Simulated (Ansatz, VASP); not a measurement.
PbS in VASP and in Ansatz

INCAR

```
SYSTEM = PbS
  ALGO = Normal
  EDIFF = 1E-6
  ENCUT = 500
  GGA_COMPAT = .False.
  ISIF = 2
  ISMEAR = 0
  LASPH = .True.
  LCHARG = .True.
  LELF = .True.
  LREAL = .False.
  LVHAR = .True.
  LWAVE = .False.
  NBANDS = 17
  NELM = 120
  PREC = Accurate
  SIGMA = 0.03
```

KPOINTS

```
k-points
0
Gamma
  12 12 12
  0 0 0
```

File POSCAR:

```
PbS
1.0
    0.0000000000      2.9876562020      2.9876562020
    2.9876562020      0.0000000000      2.9876562020
    2.9876562020      2.9876562020      0.0000000000
Pb S
1 1
Direct
    0.0000000000      0.0000000000      0.0000000000
    0.5000000000      0.5000000000      0.5000000000
```

Input for Ansatz:

```yaml
crystal:
  lattice:
    - [0.0, 2.987656202, 2.987656202]
    - [2.987656202, 0.0, 2.987656202]
    - [2.987656202, 2.987656202, 0.0]
  atoms:
    - { symbol: Pb, position: [0.0, 0.0, 0.0] }
    - { symbol: S, position: [0.5, 0.5, 0.5] }
scf:
  occupations: { method: gaussian, width: 0.03 }
output:
  forces: true
  stress: true
  eigenvalues: true
hamiltonian:
  xc: lda
basis:
  ecutwfc: 450
kpoints:
  mp_grid: { grid: [12, 12, 12] }
```

Alike in both runs: task single point; functional LDA; k mesh 12 × 12 × 12; occupations gaussian, width 0.03 eV; no spin polarisation.

|  | VASP | Ansatz |
| --- | --- | --- |
| version | VASP 6.6.1 | Ansatz 0.2.0 |
| potentials or method | VASP PAW LDA potentials, release 64 (Pb_d, S), cutoff 500 eV | scalar-relativistic, plane waves, PAW |
| valence electrons in the cell | 20 | 20 |

|  | VASP | Ansatz | Ansatz less VASP |
| --- | --- | --- | --- |
| gap on the k mesh at the Fermi level (eV) | 0.28 | 0.31 | +0.023 |
| least direct gap on the mesh (eV) | 0.28 | 0.31 | +0.023 |
| pressure (GPa) | -3.7 | -3.7 | -0.03 |

LDA's correlation is that of Perdew and Zunger in VASP and of Perdew and Wang (1992) in Ansatz.

Neither program's run includes spin-orbit coupling.
